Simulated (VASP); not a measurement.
# MgO (F-43m) in VASP: notebook

Aim: see how the results for MgO move with the level of theory and the settings. Levels: PBEsol-based global hybrid, B3LYP, PBE0. Tasks: single point, relaxation of cell and atoms.

Program: VASP 6.6.1. These are calculated values, not measurements. Logs are shortened: lines on timing, memory, paths and dates and some standing lists are left out, and cuts for length are marked.

## 1. The cell of the first run

Symmetry: F-43m, No. 216, cubic system. The conventional cell has a = 4.612 Å, b = 4.612 Å, c = 4.612 Å, α = 90.00°, β = 90.00°, γ = 90.00°. Within 2.6 Å of Mg (site symmetry -43m) lie 4 O at 2.00 Å. Within 2.6 Å of O (site symmetry -43m) lie 4 Mg at 2.00 Å.

## 2. Single point, PBEsol-based global hybrid

POSCAR

```
MgO
1.0
    0.0000000000      2.3061600000      2.3061600000
    2.3061600000      0.0000000000      2.3061600000
    2.3061600000      2.3061600000      0.0000000000
Mg O
1 1
Direct
    0.5000000000      0.5000000000      0.5000000000
    0.7500000000      0.7500000000      0.7500000000
```

INCAR.step1

```
PREC = Accurate ; ENCUT = 520
EDIFF = 1E-5 ; ISMEAR = -1
SIGMA = 0.05 ; LREAL = F
LASPH = T ; NELM = 60
ALGO = Normal ; ISIF = 2
LWAVE = T ; GGA = PE
NBANDS = 11
```

INCAR.step2

```
PREC = Accurate ; ENCUT = 520
EDIFF = 1E-6 ; ISMEAR = -1
SIGMA = 0.05 ; LREAL = F
LASPH = T ; NELM = 60
ALGO = Normal ; ISIF = 2
LWAVE = F ; LCHARG = T
GGA = PS ; LHFCALC = T
AEXX = 0.25 ; PRECFOCK = Normal
LELF = T ; LVHAR = T
ISTART = 1 ; NBANDS = 11
```

KPOINTS

```
regular mesh
0
Gamma
  5 5 5
```

Potentials or basis: VASP PAW PBE potentials, release 64 (Mg, O).

Launch:

```bash
> cat potpaw_PBE.64/Mg/POTCAR potpaw_PBE.64/O/POTCAR > POTCAR
> cp INCAR.step1 INCAR
> mpirun -np 1 vasp_std > vasp.out
> cp INCAR.step2 INCAR
> mpirun -np 1 vasp_std > vasp.out
```

OUTCAR:

```text
PREC = Accurate
   ENCUT = 520
   EDIFF = 1E-6
   ISMEAR = -1
   LREAL = F
   LASPH = T
   NELM = 60
   ISIF = 2
   GGA = PS
   LHFCALC = T
   AEXX = 0.25
   PRECFOCK = Normal
   ISTART = 1

 ion  position               nearest neighbor table
   1  0.500  0.500  0.500-   2 2.00   2 2.00   2 2.00   2 2.00
   2  0.750  0.750  0.750-   1 2.00   1 2.00   1 2.00   1 2.00

  LATTYP: Found a face centered cubic cell.
 ALAT       =     4.6123200000

  Lattice vectors:

 A1 = (   0.0000000000,   2.3061600000,   2.3061600000)
 A2 = (   2.3061600000,   0.0000000000,   2.3061600000)
 A3 = (   2.3061600000,   2.3061600000,   0.0000000000)

Analysis of symmetry for initial positions (statically):
=====================================================================
 Subroutine PRICEL returns:
 Original cell was already a primitive cell.

 Routine SETGRP: Setting up the symmetry group for a
 face centered cubic supercell.

 Subroutine GETGRP returns: Found 24 space group operations
 (whereof 24 operations were pure point group operations)
 out of a pool of 48 trial point group operations.

The static configuration has the point symmetry T_d .

Analysis of symmetry for dynamics (positions and initial velocities):
=====================================================================
 Subroutine PRICEL returns:
 Original cell was already a primitive cell.

 Routine SETGRP: Setting up the symmetry group for a
 face centered cubic supercell.

 Subroutine GETGRP returns: Found 24 space group operations
 (whereof 24 operations were pure point group operations)
 out of a pool of 48 trial point group operations.

The dynamic configuration has the point symmetry T_d .

 Subroutine INISYM returns: Found 24 space group operations
 (whereof 24 operations are pure point group operations),
 and found     1 'primitive' translations

----------------------------------------------------------------------------------------

                                     Primitive cell

  volume of cell :      24.5300

  direct lattice vectors                    reciprocal lattice vectors
     0.000000000  2.306160000  2.306160000    -0.216810629  0.216810629  0.216810629
     2.306160000  0.000000000  2.306160000     0.216810629 -0.216810629  0.216810629
     2.306160000  2.306160000  0.000000000     0.216810629  0.216810629 -0.216810629

  length of vectors
     3.261402749  3.261402749  3.261402749     0.375527025  0.375527025  0.375527025

  position of ions in fractional coordinates (direct lattice)
     0.500000000  0.500000000  0.500000000
     0.750000000  0.750000000  0.750000000

  ion indices of the primitive-cell ions
   primitive index   ion index
                 1           1
                 2           2

----------------------------------------------------------------------------------------

 KPOINTS: regular mesh

Automatic generation of k-mesh.
 Grid dimensions read from file:
 generate k-points for:    5    5    5

 Generating k-lattice:

  Cartesian coordinates                     Fractional coordinates (reciprocal lattice)
    -0.043362126  0.043362126  0.043362126     0.200000000  0.000000000  0.000000000
     0.043362126 -0.043362126  0.043362126     0.000000000  0.200000000  0.000000000
     0.043362126  0.043362126 -0.043362126     0.000000000  0.000000000  0.200000000

  Length of vectors
     0.075105405  0.075105405  0.075105405

  Shift w.r.t. Gamma in fractional coordinates (k-lattice)
     0.000000000  0.000000000  0.000000000

 Subroutine IBZKPT returns following result:
 ===========================================

 Found     10 irreducible k-points:

 Following reciprocal coordinates:
            Coordinates               Weight
  0.000000  0.000000  0.000000      1.000000
  0.200000  0.000000  0.000000      8.000000
  0.400000  0.000000  0.000000      8.000000
  0.200000  0.200000  0.000000      6.000000
  0.400000  0.200000  0.000000     24.000000
 -0.400000  0.200000  0.000000     24.000000
 -0.200000  0.200000  0.000000     12.000000
  0.400000  0.400000  0.000000      6.000000
 -0.400000  0.400000  0.000000     12.000000
 -0.400000  0.400000  0.200000     24.000000
   k-points           NKPTS =     10   k-points in BZ     NKDIM =    125   number of bands    NBANDS=     11
   number of dos      NEDOS =    301   number of ions     NIONS =      2
   total plane-waves  NPLWV =  13824
   dimension x,y,z NGX =    24 NGY =   24 NGZ =   24
   dimension x,y,z NGXF=    48 NGYF=   48 NGZF=   48
   ions per type =               1   1
   NGX,Y,Z   is equivalent  to a cutoff of  12.23, 12.23, 12.23 a.u.
   NGXF,Y,Z  is equivalent  to a cutoff of  24.47, 24.47, 24.47 a.u.
 SYSTEM =  unknown system
   PREC   = accura    normal or accurate (medium, high low for compatibility)
   ISTART =      1    job   : 0-new  1-cont  2-samecut
   ICHARG =      0    charge: 1-file 2-atom 10-const
   ISPIN  =      1    spin polarized calculation?
   LNONCOLLINEAR =      F non collinear calculations
   LSORBIT =      F    spin-orbit coupling
   LASPH  =      T    aspherical Exc in radial PAW
   ENCUT  =  520.0 eV  38.22 Ry    6.18 a.u.   6.06  6.06  6.06*2*pi/ulx,y,z
   NELM   =     60;   NELMIN=  2; NELMDL=  0     # of ELM steps
   EDIFF  = 0.1E-05   stopping-criterion for ELM
   LREAL  =      F    real-space projection
   EDIFFG = 0.1E-04   stopping-criterion for IOM
   NSW    =      0    number of steps for IOM
   IBRION =     -1    ionic relax: 0-MD 1-quasi-New 2-CG
   NFREE  =      0    steps in history (QN), initial steepest desc. (CG)
   ISIF   =      2    stress and relaxation
   ISYM   =      3    0-nonsym 1-usesym 2-fastsym
   POTIM  = 0.5000    time-step for ionic-motion
   TEBEG  =    0.0;   TEEND  =   0.0 temperature during run
   PSTRESS=    0.0 pullay stress
   NELECT =       8.0000    total number of electrons
   NUPDOWN=      -1.0000    fix difference up-down
   EMIN   =  10.00;   EMAX   =-10.00  energy-range for DOS
   EFERMI =   0.00;   METHOD = LEGACY
   ISMEAR =    -1;   SIGMA  =   0.05  broadening in eV -4-tet -1-fermi 0-gaus
   EFERMI_NEDOS =   21; number of points for ismear=-14 and -15
   IALGO  =     38    algorithm
   IMIX   =      1    mixing-type and parameters
     AMIX     =   0.40;   BMIX     =  1.00
     AMIX_MAG =   1.60;   BMIX_MAG =  1.00
  volume/ion in A,a.u.               =      12.27        82.77
  Fermi-wavevector in a.u.,A,eV,Ry     =   1.126865  2.129467 17.277028  1.269826
  Thomas-Fermi vector in A             =   2.263549
   LORBIT       =      0    0 simple, 1 ext, 2 COOP (PROOUT), +10 PAW based schemes
   GGA     = PS    functional components
   LHFCALC =     T    Hartree Fock is set to
   PRECFOCK=normal    Normal, Fast or Accurate (Low or Medium for compatibility)
   ENCUT4O =  -1.0   cutoff for four orbital integrals eV
   NKREDX  =     1    reduce k-point grid by
   NKREDY  =     1    reduce k-point grid by
   NKREDZ  =     1    reduce k-point grid by
   AEXX    =    0.2500 exact exchange contribution
   HFSCREEN=    0.0000 screening length (either q_TF or 0.3 A-1)
   HFSCREENC=   0.0000 screening length for correlation (either q_TF or 0.3 A-1)
   ENCUTFOCK=  -1.0 apply spherical cutoff to Coloumb kernel
   IVDW    =     0    specifies the selected vdW correction
   LEPSILON=     F    determine dielectric tensor
   LRPA    =     F    only Hartree local field effects (RPA)
 non-spin polarized calculation
  energy-cutoff  :      520.00
  volume of cell :       24.53
 maximum number of plane-waves:       678
  NGX = 20; NGY = 20; NGZ = 20

 number of electron       8.0000001 magnetization

 Free energy of the ion-electron system (eV)
  ---------------------------------------------------
  ext. energy  EPLUGINS =         0.00000000
  ---------------------------------------------------
  free energy    TOTEN  =       -14.89850071 eV

  energy without entropy =      -14.89850071  energy(sigma->0) =      -14.89850071

 E-fermi :   0.0286     XC(G=0):  -7.7140

 val. band max:       -1.1180412222   @ k =   0.0000   0.0000   0.0000
 cond. band min:       4.5791828311   @ k =   0.0000   0.0000   0.0000
 fundamental gap:      5.6972240533
 Fermi energy:         0.0286151809

 k-point     1 :       0.0000    0.0000    0.0000
  band No.  band energies     occupation
      1     -18.3559      2.00000
      2      -1.1180      2.00000
      3      -1.1180      2.00000
      4      -1.1180      2.00000
      5       4.5792      0.00000
      6      18.0212      0.00000
      7      18.0212      0.00000
      8      18.0212      0.00000
      9      21.6574      0.00000
     10      21.6671      0.00000
     11      21.6673      0.00000

 k-point     2 :       0.2000    0.0000    0.0000
  band No.  band energies     occupation
      1     -18.1356      2.00000
      2      -2.5364      2.00000
      3      -1.1947      2.00000
      4      -1.1947      2.00000
      5       6.3442      0.00000
      6      15.3302      0.00000
      7      17.4798      0.00000
      8      17.4798      0.00000
      9      20.0757      0.00000
     10      20.0757      0.00000
     11      20.5076      0.00000

 k-point     3 :       0.4000    0.0000    0.0000
  band No.  band energies     occupation
      1     -17.7531      2.00000
      2      -4.0904      2.00000
      3      -1.3135      2.00000
      4      -1.3135      2.00000
      5       8.9839      0.00000
      6      11.9383      0.00000
      7      16.0354      0.00000
      8      16.0354      0.00000
      9      20.6305      0.00000
     10      22.3966      0.00000
     11      22.3966      0.00000
[... 71 lines left out ...]
 k-point     9 :      -0.4000    0.4000    0.0000
  band No.  band energies     occupation
      1     -17.4891      2.00000
      2      -3.4776      2.00000
      3      -2.5892      2.00000
      4      -1.7969      2.00000
      5       8.1748      0.00000
      6      12.6320      0.00000
      7      15.0608      0.00000
      8      17.4912      0.00000
      9      18.1882      0.00000
     10      25.1259      0.00000
     11      25.1707      0.00000

 k-point    10 :      -0.4000    0.4000    0.2000
  band No.  band energies     occupation
      1     -17.5343      2.00000
      2      -3.3964      2.00000
      3      -2.5277      2.00000
      4      -1.8973      2.00000
      5       8.9040      0.00000
      6      12.5338      0.00000
      7      14.5724      0.00000
      8      16.2611      0.00000
      9      20.4556      0.00000
     10      22.6484      0.00000
     11      26.2652      0.00000

------------------------ aborting loop because EDIFF is reached ----------------------------------------

  FORCE on cell =-STRESS in cart. coord.  units (eV):
  Direction    XX          YY          ZZ          XY          YZ          ZX
  --------------------------------------------------------------------------------------
  -------------------------------------------------------------------------------------
  Total       -0.9159315     -0.9159315     -0.9159315      0.0000000      0.0000000      0.0000000
  in kB      -59.8239762    -59.8239762    -59.8239762      0.0000000      0.0000000      0.0000000
  external PRESSURE =     -59.8239762 kB  Pullay stress =       0.0000000 kB

 VOLUME and BASIS-vectors are now :
 -----------------------------------------------------------------------------
  energy-cutoff  :      520.00
  volume of cell :       24.53
      direct lattice vectors                 reciprocal lattice vectors
     0.000000000  2.306160000  2.306160000    -0.216810629  0.216810629  0.216810629
     2.306160000  0.000000000  2.306160000     0.216810629 -0.216810629  0.216810629
     2.306160000  2.306160000  0.000000000     0.216810629  0.216810629 -0.216810629

 POSITION                                       TOTAL-FORCE (eV/Angst)
 -----------------------------------------------------------------------------------
      2.30616      2.30616      2.30616         0.000000     -0.000000      0.000000
      3.45924      3.45924      3.45924        -0.000000      0.000000     -0.000000
 -----------------------------------------------------------------------------------
    total drift:                                0.000000      0.000001      0.000000

  FREE ENERGIE OF THE ION-ELECTRON SYSTEM (eV)
  ---------------------------------------------------
  free  energy   TOTEN  =       -14.8985007126 eV

  energy  without entropy=      -14.8985007126  energy(sigma->0) =      -14.89850071
```

Run time: 1.8 min. Hardware: 1 thread of Intel Xeon 6975P-C (Granite Rapids), shared host; peak memory 0.15 GiB.

Results:

```
Free energy            : -14.8985 eV
Pressure               : -6.0 GPa
Band gap on the k mesh : 5.70 eV, direct
```

Levels at points of the mesh, in eV from the valence-band top:
| k point | band 1 | band 2 | band 3 | band 4 | band 5 | band 6 | band 7 | band 8 |
| --- | --- | --- | --- | --- | --- | --- | --- | --- |
| (0.00, 0.00, 0.00) | -17.24 | 0.00 | 0.00 | 0.00 | 5.70 | 19.14 | 19.14 | 19.14 |

Caveat: the k points lie up to 0.47 Å⁻¹ apart; the PAW data sets were made with another functional, which shifts forces and pressure a little.

## 3. Single point, B3LYP

This run uses another cell than the first one, of 12.02 Å³/atom, 0.980 times its volume.

POSCAR

```
MgO
1.0
    0.0000000000      2.2905041383      2.2905041383
    2.2905041383      0.0000000000      2.2905041383
    2.2905041383      2.2905041383      0.0000000000
Mg O
1 1
Direct
    0.5000000000      0.5000000000      0.5000000000
    0.7500000000      0.7500000000      0.7500000000
```

INCAR.step1

```
SYSTEM = MgO
ALGO     = Normal         ! electronic algorithm
EDIFF    = 1E-5           ! SCF threshold, eV
ENCUT    = 520            ! plane-wave cutoff, eV
GGA      = PE             ! functional
ISIF     = 2              ! what is computed and relaxed
ISMEAR   = -1             ! smearing method
LASPH    = .TRUE.         ! aspherical terms in the spheres
LREAL    = .FALSE.        ! projectors in reciprocal space
LWAVE    = .TRUE.         ! write WAVECAR
NBANDS   = 11             ! bands
NELM     = 60             ! most SCF steps
PREC     = Accurate       ! precision mode
SIGMA    = 0.05           ! smearing width, eV
```

INCAR.step2

```
SYSTEM = MgO
AEXX     = 0.2            ! exact-exchange fraction
AGGAC    = 0.81         
AGGAX    = 0.72         
ALDAC    = 0.19         
ALGO     = Normal         ! electronic algorithm
EDIFF    = 1E-6           ! SCF threshold, eV
ENCUT    = 520            ! plane-wave cutoff, eV
GGA      = B3             ! functional
ISIF     = 2              ! what is computed and relaxed
ISMEAR   = -1             ! smearing method
ISTART   = 1            
LASPH    = .TRUE.         ! aspherical terms in the spheres
LCHARG   = .TRUE.         ! write CHGCAR
LELF     = .TRUE.         ! ELF
LHFCALC  = .TRUE.         ! exact exchange
LREAL    = .FALSE.        ! projectors in reciprocal space
LVHAR    = .TRUE.       
LWAVE    = .FALSE.        ! write WAVECAR
NBANDS   = 11             ! bands
NELM     = 60             ! most SCF steps
PREC     = Accurate       ! precision mode
PRECFOCK = Normal       
SIGMA    = 0.05           ! smearing width, eV
```

KPOINTS

```
k-points
0
G
  5 5 5
  0 0 0
```

Potentials or basis: VASP PAW PBE potentials, release 64 (Mg, O).

Launch:

```bash
> cat potpaw_PBE.64/Mg/POTCAR potpaw_PBE.64/O/POTCAR > POTCAR
> cp INCAR.step1 INCAR
> mpirun -np 1 vasp_std > vasp.out
> cp INCAR.step2 INCAR
> mpirun -np 1 vasp_std > vasp.out
```

It took 94 s on 1 thread of Intel Xeon 6975P-C (Granite Rapids), shared host; peak memory 0.15 GiB.

The run converged. Its results:

- Free energy: -13.6697 eV
- Pressure: 0.2 GPa
- Band gap on the k mesh: 5.70 eV, direct

Levels at points of the mesh, in eV from the valence-band top:
```
           k point  band 1  band 2  band 3  band 4  band 5  band 6  band 7  band 8
(0.00, 0.00, 0.00)  -16.95    0.00    0.00    0.00    5.70   18.92   18.92   18.92
```

Caveat: the k points lie up to 0.48 Å⁻¹ apart; the PAW data sets were made with another functional, which shifts forces and pressure a little.

## 4. Relaxation of cell and atoms, PBE0

POSCAR

```
MgO
1.0
    0.0000000000      2.3061600000      2.3061600000
    2.3061600000      0.0000000000      2.3061600000
    2.3061600000      2.3061600000      0.0000000000
Mg O
1 1
Direct
    0.5000000000      0.5000000000      0.5000000000
    0.7500000000      0.7500000000      0.7500000000
```

INCAR.step1

```
ALGO = Normal
EDIFF = 1E-5
ENCUT = 600
GGA = PE
ISMEAR = -1
LASPH = T
LCHARG = F
LREAL = F
LWAVE = T
NBANDS = 11
NELM = 60
PREC = Accurate
SIGMA = 0.05
```

INCAR.step2

```
AEXX = 0.25
ALGO = Normal
EDIFF = 1E-6
EDIFFG = -0.01
ENCUT = 600
GGA = PE
IBRION = 2
ISIF = 3
ISMEAR = -1
ISTART = 1
LASPH = T
LCHARG = F
LHFCALC = T
LREAL = F
LWAVE = F
NELM = 60
NSW = 60
PREC = Accurate
PRECFOCK = Normal
SIGMA = 0.05
```

KPOINTS

```
k-points
0
Gamma
  5 5 5
```

Launch:

```bash
> cat potpaw_PBE.64/Mg/POTCAR potpaw_PBE.64/O/POTCAR > POTCAR
> cp INCAR.step1 INCAR
> mpirun -np 1 vasp_std > vasp.out
> cp INCAR.step2 INCAR
> mpirun -np 1 vasp_std > vasp.out
```

Run time: 4 min. Hardware: 1 thread of Intel Xeon 6975P-C (Granite Rapids), shared host; peak memory 0.17 GiB.

It converged, with:

```yaml
Free_energy: -14.5271 eV
Relaxed_volume: 11.84 Å³/atom
Relaxed_cell: a = 3.224 Å, b = 3.224 Å, c = 3.224 Å, α = 60.00°, β = 60.00°, γ = 60.00°
Space_group_after_relaxing_to_0.05_Å: F-43m (No. 216)
Energy_gained_by_relaxing: 5.7 meV/atom
Ionic_steps: 3
Pressure_after_relaxing: 0.0 GPa
Band_gap_on_the_k_mesh: 6.01 eV, direct
```

The path:
| step | energy change (eV) | largest force (eV/Å) | pressure (GPa) | volume (Å³) |
| --- | --- | --- | --- | --- |
| 1 | 0.0000 | 0.0000 | -4.19 | 24.53 |
| 2 | -0.0100 | 0.0000 | 1.57 | 23.41 |
| 3 | -0.0114 | 0.0000 | 0.00 | 23.69 |

Final structure:
```
CELL_PARAMETERS angstrom
0.00000 2.27942 2.27942
2.27942 0.00000 2.27942
2.27942 2.27942 0.00000
ATOMIC_POSITIONS crystal
Mg 0.50000 0.50000 0.50000
O 0.75000 0.75000 0.75000
```

Levels at points of the mesh, in eV from the valence-band top:
| k point | band 2 | band 3 | band 4 | band 5 | band 6 | band 7 |
| --- | --- | --- | --- | --- | --- | --- |
| (0.00, 0.00, 0.00) | 0.00 | 0.00 | 0.00 | 6.01 | 19.64 | 19.64 |

Caveat: the k points lie up to 0.48 Å⁻¹ apart in the final cell; the PAW data sets were made with another functional, which shifts forces and pressure a little.

## 5. Overview

| task | level | cell | cutoff (eV) | share of exact exchange | gap on the mesh (eV) | pressure (GPa) |
| --- | --- | --- | --- | --- | --- | --- |
| single point | PBEsol-based global hybrid | a = 3.261 Å, angles 60.0°, 2 atoms | 520 | 0.25 | 5.70 | -6.0 |
| single point | B3LYP | a = 3.239 Å, angles 60.0°, 2 atoms | 520 | - | 5.70 | 0.2 |
| relaxation of cell and atoms | PBE0 | relaxed from a = 3.261 Å, angles 60.0°, 2 atoms | 600 | - | 6.01 | 0.0 |

Alike in all rows: potentials or basis VASP PAW PBE potentials, release 64 (Mg, O); no spin polarisation; k mesh 5 × 5 × 5; smearing fermi-dirac 0.05 eV.

Caveats: all runs use coarse meshes; the PAW data sets were made with another functional, which shifts forces and pressure a little.

Absolute energies hang on the potentials; compare differences alone.
